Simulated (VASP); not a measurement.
# Cs (Fm-3m) in VASP: further runs

The runs below take Cs through single point, with PBEsol.

All numbers are computed with VASP 6.6.1; they aren't measurements. Logs are shortened: lines on timing, memory, paths and dates and some standing lists are left out, and cuts for length are marked.

## 1. The cell of the first run

The structure is cubic, space group Fm-3m (No. 225). The conventional cell has a = 7.299 Å, b = 7.299 Å, c = 7.299 Å, α = 90.00°, β = 90.00°, γ = 90.00°.

## 2. Single point, PBEsol (volume scaled by 0.88)

Input file INCAR:

```
ALGO = Normal ; EDIFF = 1E-6
ENCUT = 520 ; GGA = PS
ISIF = 2 ; ISMEAR = -1
LASPH = T ; LCHARG = F
LREAL = F ; LWAVE = F
NBANDS = 10 ; NELM = 80
PREC = Accurate ; SIGMA = 0.1
```

Input file KPOINTS:

```
k-points
0
Gamma
  8 8 8
```

Input file POSCAR:

```
Cs
1.0
    0.0000000000      3.6492520904      3.6492520904
    3.6492520904      0.0000000000      3.6492520904
    3.6492520904      3.6492520904      0.0000000000
Cs
1
Direct
    0.0000000000      0.0000000000      0.0000000000
```

Potentials or basis: VASP PAW PBE potentials, release 64 (Cs_sv).

The run is started by

```sh
cat potpaw_PBE.64/Cs_sv/POTCAR > POTCAR
mpirun -np 1 vasp_std > vasp.out
```

OUTCAR:

```text
EDIFF = 1E-6
   ENCUT = 520
   GGA = PS
   ISIF = 2
   ISMEAR = -1
   LASPH = T
   LREAL = F
   NELM = 80
   PREC = Accurate

 ion  position               nearest neighbor table
   1  0.000  0.000  0.000-

  LATTYP: Found a face centered cubic cell.
 ALAT       =     7.2985041808

  Lattice vectors:

 A1 = (   0.0000000000,   3.6492520904,   3.6492520904)
 A2 = (   3.6492520904,   0.0000000000,   3.6492520904)
 A3 = (   3.6492520904,   3.6492520904,   0.0000000000)

Analysis of symmetry for initial positions (statically):
=====================================================================
 Subroutine PRICEL returns:
 Original cell was already a primitive cell.

 Routine SETGRP: Setting up the symmetry group for a
 face centered cubic supercell.

 Subroutine GETGRP returns: Found 48 space group operations
 (whereof 48 operations were pure point group operations)
 out of a pool of 48 trial point group operations.

The static configuration has the point symmetry O_h .

Analysis of symmetry for dynamics (positions and initial velocities):
=====================================================================
 Subroutine PRICEL returns:
 Original cell was already a primitive cell.

 Routine SETGRP: Setting up the symmetry group for a
 face centered cubic supercell.

 Subroutine GETGRP returns: Found 48 space group operations
 (whereof 48 operations were pure point group operations)
 out of a pool of 48 trial point group operations.

The dynamic configuration has the point symmetry O_h .

 Subroutine INISYM returns: Found 48 space group operations
 (whereof 48 operations are pure point group operations),
 and found     1 'primitive' translations

----------------------------------------------------------------------------------------

                                     Primitive cell

  volume of cell :      97.1945

  direct lattice vectors                    reciprocal lattice vectors
     0.000000000  3.649252090  3.649252090    -0.137014377  0.137014377  0.137014377
     3.649252090  0.000000000  3.649252090     0.137014377 -0.137014377  0.137014377
     3.649252090  3.649252090  0.000000000     0.137014377  0.137014377 -0.137014377

  length of vectors
     5.160821799  5.160821799  5.160821799     0.237315862  0.237315862  0.237315862

  position of ions in fractional coordinates (direct lattice)
     0.000000000  0.000000000  0.000000000

  ion indices of the primitive-cell ions
   primitive index   ion index
                 1           1

----------------------------------------------------------------------------------------

 KPOINTS: k-points

Automatic generation of k-mesh.
 Grid dimensions read from file:
 generate k-points for:    8    8    8

 Generating k-lattice:

  Cartesian coordinates                     Fractional coordinates (reciprocal lattice)
    -0.017126797  0.017126797  0.017126797     0.125000000  0.000000000  0.000000000
     0.017126797 -0.017126797  0.017126797     0.000000000  0.125000000  0.000000000
     0.017126797  0.017126797 -0.017126797     0.000000000  0.000000000  0.125000000

  Length of vectors
     0.029664483  0.029664483  0.029664483

  Shift w.r.t. Gamma in fractional coordinates (k-lattice)
     0.000000000  0.000000000  0.000000000

 Subroutine IBZKPT returns following result:
 ===========================================

 Found     29 irreducible k-points:

 Following reciprocal coordinates:
            Coordinates               Weight
  0.000000  0.000000  0.000000      1.000000
  0.125000  0.000000  0.000000      8.000000
  0.250000  0.000000  0.000000      8.000000
  0.375000  0.000000  0.000000      8.000000
  0.500000  0.000000  0.000000      4.000000
  0.125000  0.125000  0.000000      6.000000
[... 16 lines left out ...]
  0.500000  0.250000  0.125000     48.000000
 -0.375000  0.250000  0.125000     24.000000
 [... further k-points ...]
   k-points           NKPTS =     29   k-points in BZ     NKDIM =     29   number of bands    NBANDS=     10
   number of dos      NEDOS =    301   number of ions     NIONS =      1
   total plane-waves  NPLWV =  64000
   dimension x,y,z NGX =    40 NGY =   40 NGZ =   40
   dimension x,y,z NGXF=    80 NGYF=   80 NGZF=   80
   ions per type =               1
   NGX,Y,Z   is equivalent  to a cutoff of  12.89, 12.89, 12.89 a.u.
   NGXF,Y,Z  is equivalent  to a cutoff of  25.77, 25.77, 25.77 a.u.
 SYSTEM =  unknown system
   PREC   = accura    normal or accurate (medium, high low for compatibility)
   ISTART =      0    job   : 0-new  1-cont  2-samecut
   ICHARG =      2    charge: 1-file 2-atom 10-const
   ISPIN  =      1    spin polarized calculation?
   LNONCOLLINEAR =      F non collinear calculations
   LSORBIT =      F    spin-orbit coupling
   LASPH  =      T    aspherical Exc in radial PAW
   ENCUT  =  520.0 eV  38.22 Ry    6.18 a.u.   9.60  9.60  9.60*2*pi/ulx,y,z
   NELM   =     80;   NELMIN=  2; NELMDL= -5     # of ELM steps
   EDIFF  = 0.1E-05   stopping-criterion for ELM
   LREAL  =      F    real-space projection
   EDIFFG = 0.1E-04   stopping-criterion for IOM
   NSW    =      0    number of steps for IOM
   IBRION =     -1    ionic relax: 0-MD 1-quasi-New 2-CG
   NFREE  =      0    steps in history (QN), initial steepest desc. (CG)
   ISIF   =      2    stress and relaxation
   ISYM   =      2    0-nonsym 1-usesym 2-fastsym
   POTIM  = 0.5000    time-step for ionic-motion
   TEBEG  =    0.0;   TEEND  =   0.0 temperature during run
   PSTRESS=    0.0 pullay stress
   NELECT =       9.0000    total number of electrons
   NUPDOWN=      -1.0000    fix difference up-down
   EMIN   =  10.00;   EMAX   =-10.00  energy-range for DOS
   EFERMI =   0.00;   METHOD = LEGACY
   ISMEAR =    -1;   SIGMA  =   0.10  broadening in eV -4-tet -1-fermi 0-gaus
   EFERMI_NEDOS =   21; number of points for ismear=-14 and -15
   IALGO  =     38    algorithm
   IMIX   =      4    mixing-type and parameters
     AMIX     =   0.40;   BMIX     =  1.00
     AMIX_MAG =   1.60;   BMIX_MAG =  1.00
  volume/ion in A,a.u.               =      97.19       655.90
  Fermi-wavevector in a.u.,A,eV,Ry     =   0.740642  1.399611  7.463488  0.548551
  Thomas-Fermi vector in A             =   1.835093
   LORBIT       =      0    0 simple, 1 ext, 2 COOP (PROOUT), +10 PAW based schemes
   GGA     = PS    functional components
   LHFCALC =     F    Hartree Fock is set to
   AEXX    =    0.0000 exact exchange contribution
   IVDW    =     0    specifies the selected vdW correction
   LEPSILON=     F    determine dielectric tensor
   LRPA    =     F    only Hartree local field effects (RPA)
 non-spin polarized calculation
  energy-cutoff  :      520.00
  volume of cell :       97.19
 maximum number of plane-waves:      2685
 NGX is ok and might be reduce to    40
   NGX = 19   NGY = 19   NGZ = 19

 number of electron       9.0000000 magnetization

 Free energy of the ion-electron system (eV)
  ---------------------------------------------------
  ext. energy  EPLUGINS =         0.00000000
  ---------------------------------------------------
  free energy    TOTEN  =        -0.95168161 eV

  energy without entropy =       -0.90641721  energy(sigma->0) =       -0.92904941

 E-fermi :   0.8028     XC(G=0):  -5.9339

 val. band max:        0.7603477322   @ k =   0.5000   0.2500   0.1250
 cond. band min:       0.8425407144   @ k =   0.5000   0.1250   0.0000
 fundamental gap:      0.0821929822
 Fermi energy:         0.8028407031

 k-point     1 :       0.0000    0.0000    0.0000
  band No.  band energies     occupation
      1     -22.9356      2.00000
      2      -9.6215      2.00000
      3      -9.6215      2.00000
      4      -9.6215      2.00000
      5      -1.0410      2.00000
      6       3.3614      0.00000
      7       3.3614      0.00000
      8       3.3614      0.00000
      9       4.6411      0.00000
     10       4.6411      0.00000

 k-point     2 :       0.1250    0.0000    0.0000
  band No.  band energies     occupation
      1     -22.9336      2.00000
      2      -9.6587      2.00000
      3      -9.6262      2.00000
      4      -9.6262      2.00000
      5      -0.8476      2.00000
      6       3.0365      0.00000
      7       3.4448      0.00000
      8       3.4448      0.00000
      9       4.4863      0.00000
     10       4.4863      0.00000

 k-point     3 :       0.2500    0.0000    0.0000
  band No.  band energies     occupation
      1     -22.9288      2.00000
      2      -9.7457      2.00000
      3      -9.6375      2.00000
      4      -9.6375      2.00000
      5      -0.3254      1.99997
      6       2.4811      0.00000
      7       3.4634      0.00000
      8       3.4634      0.00000
      9       4.5300      0.00000
     10       4.5300      0.00000

 k-point     4 :       0.3750    0.0000    0.0000
  band No.  band energies     occupation
      1     -22.9239      2.00000
      2      -9.8294      2.00000
      3      -9.6487      2.00000
      4      -9.6487      2.00000
      5       0.3380      1.98104
      6       2.0139      0.00001
      7       3.2834      0.00000
      8       3.2834      0.00000
      9       5.1152      0.00000
     10       5.1152      0.00000
[... 222 lines left out ...]
 k-point    22 :       0.3750    0.2500    0.1250
  band No.  band energies     occupation
      1     -22.9252      2.00000
      2      -9.7663      2.00000
      3      -9.6819      2.00000
      4      -9.6523      2.00000
      5       0.1084      1.99807
      6       2.2955      0.00000
      7       2.8498      0.00000
      8       3.8440      0.00000
      9       4.0307      0.00000
     10       5.2861      0.00000

 k-point    23 :       0.5000    0.2500    0.1250
  band No.  band energies     occupation
      1     -22.9213      2.00000
      2      -9.8108      2.00000
      3      -9.7085      2.00000
      4      -9.6660      2.00000
      5       0.7603      1.20932
      6       1.9940      0.00001
      7       2.5184      0.00000
      8       3.6669      0.00000
      9       4.6286      0.00000
     10       5.7373      0.00000

 k-point    24 :      -0.3750    0.2500    0.1250
  band No.  band energies     occupation
      1     -22.9197      2.00000
      2      -9.8297      2.00000
      3      -9.7169      2.00000
      4      -9.6734      2.00000
      5       1.2444      0.02389
      6       1.6355      0.00048
      7       2.5335      0.00000
      8       3.5601      0.00000
      9       4.8955      0.00000
     10       5.6492      0.00000

 [... further k-points ...]
[... 5 lines left out ...]
  --------------------------------------------------------------------------------------
  -------------------------------------------------------------------------------------
  Total        0.1689917      0.1689917      0.1689917      0.0000000     -0.0000000     -0.0000000
  in kB        2.7857005      2.7857005      2.7857005      0.0000000     -0.0000000     -0.0000000
  external PRESSURE =       2.7857005 kB  Pullay stress =       0.0000000 kB

 VOLUME and BASIS-vectors are now :
 -----------------------------------------------------------------------------
  energy-cutoff  :      520.00
  volume of cell :       97.19
      direct lattice vectors                 reciprocal lattice vectors
     0.000000000  3.649252090  3.649252090    -0.137014377  0.137014377  0.137014377
     3.649252090  0.000000000  3.649252090     0.137014377 -0.137014377  0.137014377
     3.649252090  3.649252090  0.000000000     0.137014377  0.137014377 -0.137014377

 POSITION                                       TOTAL-FORCE (eV/Angst)
 -----------------------------------------------------------------------------------
      0.00000      0.00000      0.00000        -0.000000     -0.000000     -0.000000
 -----------------------------------------------------------------------------------
    total drift:                               -0.000000     -0.000000     -0.000000

  FREE ENERGIE OF THE ION-ELECTRON SYSTEM (eV)
  ---------------------------------------------------
  free  energy   TOTEN  =        -0.9516816077 eV

  energy  without entropy=       -0.9064172109  energy(sigma->0) =       -0.92904941
```

It took 29 s on 1 thread of Intel Xeon 6975P-C, shared host; peak memory 0.23 GiB.

Results:

| Quantity | Value |
| --- | --- |
| Free energy | -0.9517 eV |
| Pressure | 0.3 GPa |

Caveat: the PAW data sets were made with another functional, which shifts forces and pressure a little; spin-orbit coupling is left out, which moves the levels of the heavy elements.

## 3. Single point, PBEsol (volume scaled by 0.96)

Input file INCAR:

```
SYSTEM = Cs
PREC = Accurate
ENCUT = 520
EDIFF = 1E-7
ISMEAR = -1
SIGMA = 0.1
LREAL = .False.
LASPH = .True.
NELM = 80
ALGO = Normal
ISIF = 2
LWAVE = .False.
LCHARG = .False.
GGA = PS
NBANDS = 10
```

Input file KPOINTS:

```
regular mesh
0
Gamma
  8 8 8
  0 0 0
```

Input file POSCAR:

```
Cs
1.0
    0.0000000000      3.7566440997      3.7566440997
    3.7566440997      0.0000000000      3.7566440997
    3.7566440997      3.7566440997      0.0000000000
Cs
1
Direct
    0.0000000000      0.0000000000      0.0000000000
```

Potentials or basis: VASP PAW PBE potentials, release 64 (Cs_sv).

The run is started by

```sh
cat potpaw_PBE.64/Cs_sv/POTCAR > POTCAR
mpirun -np 1 vasp_std > vasp.out
```

Wall time 31 s (1 thread of Intel Xeon 6975P-C, shared host); peak memory 0.23 GiB.

It converged, with:

| Quantity | Value |
| --- | --- |
| Free energy | -0.9610 eV |
| Pressure | 0.1 GPa |

Levels at points of the mesh, in eV from the Fermi level:
```
           k point  band 2  band 3  band 4  band 5  band 6  band 7  band 8  band 9
(0.00, 0.00, 0.00)  -10.49  -10.49  -10.49   -1.75    2.52    2.52    2.52    3.70
(0.50, 0.00, 0.00)  -10.67  -10.51  -10.51   -0.05    0.86    2.36    2.36    4.57
(0.50, 0.50, 0.00)  -10.66  -10.55  -10.55    0.23    1.01    1.58    4.27    4.27
```

Caveat: the PAW data sets were made with another functional, which shifts forces and pressure a little; spin-orbit coupling is left out, which moves the levels of the heavy elements.
